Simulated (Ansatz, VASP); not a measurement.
## Two plane-wave programs on HfSiO4

```
CELL_PARAMETERS angstrom
-3.29101 3.29101 2.98307
3.29101 -3.29101 2.98307
3.29101 3.29101 -2.98307
ATOMIC_POSITIONS crystal
Hf 0.00000 0.00000 0.00000
Hf 0.75000 0.25000 0.50000
Si 0.25000 0.75000 0.50000
Si 0.50000 0.50000 0.00000
O 0.13333 0.31813 0.81521
O 0.06813 0.75292 0.68479
O 0.06813 0.38333 0.31521
O 0.50292 0.31813 0.18479
O 0.68187 0.49708 0.81521
O 0.61667 0.93187 0.68479
O 0.24708 0.93187 0.31521
O 0.68187 0.86667 0.18479
```

Alike in both runs: task single point; functional PBEsol; k mesh 6 × 6 × 6; occupations gaussian, width 0.02 eV; no spin polarisation.

|  | VASP | Ansatz |
| --- | --- | --- |
| version | VASP 6.6.1 | Ansatz 0.2.0 |
| potentials or method | VASP PAW PBE potentials, release 64 (Hf_pv, Si, O), cutoff 520 eV | scalar-relativistic, plane waves, PAW |
| valence electrons in the cell | 76 | 108 |

|  | VASP | Ansatz | Ansatz less VASP |
| --- | --- | --- | --- |
| gap on the k mesh at the Fermi level (eV) | 5.34 | 5.39 | +0.047 |
| least direct gap on the mesh (eV) | 5.69 | 5.74 | +0.042 |
| pressure (GPa) | -1.3 | 0.0 | +1.33 |
| traceless stress, the component that is largest in VASP (GPa) | 0.33 | 0.00 | -0.336 |
| rms of the force components (eV/Å) | 0.108 | 0.000 | -0.1081 |

VASP's potentials were made for PBE, not for PBEsol. Atom by atom the forces differ by 0.108 eV/Å (rms over components). VASP's potentials hold 76 valence electrons a cell and Ansatz's 108, so a difference there can come from the potentials and not from the codes.

Spin-orbit coupling is off throughout.
